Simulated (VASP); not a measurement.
Input of a VASP 6.6.1 run:

Contents of POSCAR:

```
HgTe
1.0
    0.0000000000      3.0680034511      3.0680034511
    3.0680034511      0.0000000000      3.0680034511
    3.0680034511      3.0680034511      0.0000000000
Hg Te
1 1
Direct
    0.0000000000      0.0000000000      0.0000000000
    0.5000000000      0.5000000000      0.5000000000
```

INCAR.step1

```
SYSTEM = HgTe
ALGO     = Normal         ! electronic algorithm
EDIFF    = 1E-5           ! SCF threshold, eV
ENCUT    = 520            ! plane-wave cutoff, eV
GGA      = PE             ! functional
ISIF     = 2              ! what is computed and relaxed
ISMEAR   = -1             ! smearing method
LASPH    = .TRUE.         ! aspherical terms in the spheres
LCHARG   = .FALSE.        ! write CHGCAR
LREAL    = .FALSE.        ! projectors in reciprocal space
LWAVE    = .TRUE.         ! write WAVECAR
NBANDS   = 16             ! bands
NELM     = 60             ! most SCF steps
PREC     = Accurate       ! precision mode
SIGMA    = 0.05           ! smearing width, eV
```

The input INCAR.step2:

```
SYSTEM = HgTe
AEXX     = 0.25           ! exact-exchange fraction
ALGO     = Normal         ! electronic algorithm
EDIFF    = 1E-6           ! SCF threshold, eV
ENCUT    = 520            ! plane-wave cutoff, eV
GGA      = PE             ! functional
HFSCREEN = 0.3            ! screening, 1/A
ISIF     = 2              ! what is computed and relaxed
ISMEAR   = -1             ! smearing method
ISTART   = 1            
LASPH    = .TRUE.         ! aspherical terms in the spheres
LCHARG   = .FALSE.        ! write CHGCAR
LHFCALC  = .TRUE.         ! exact exchange
LREAL    = .FALSE.        ! projectors in reciprocal space
LWAVE    = .FALSE.        ! write WAVECAR
NBANDS   = 16             ! bands
NELM     = 60             ! most SCF steps
PREC     = Accurate       ! precision mode
PRECFOCK = Normal       
SIGMA    = 0.05           ! smearing width, eV
```

File KPOINTS:

```
k-points
0
G
  4 4 4
  0 0 0
```

Potentials or basis: VASP PAW PBE potentials, release 64 (Hg, Te).

Command:

```sh
$ cat potpaw_PBE.64/Hg/POTCAR potpaw_PBE.64/Te/POTCAR > POTCAR
$ cp INCAR.step1 INCAR
$ mpirun -np 1 vasp_std > vasp.out
$ cp INCAR.step2 INCAR
$ mpirun -np 1 vasp_std > vasp.out
```

**Question.** What does it give for the band gap on the k mesh?

**Answer.** Zero (bands 9 and 10 overlap by 2.61 eV).

**Question.** Predict the pressure.

**Answer.** -0.1 GPa.

Caveat: the k points lie up to 0.44 Å⁻¹ apart, too coarse for converged energies and pressures of a metal; the PAW data sets were made with another functional, which shifts forces and pressure a little; spin-orbit coupling is left out, which moves the levels of the heavy elements.
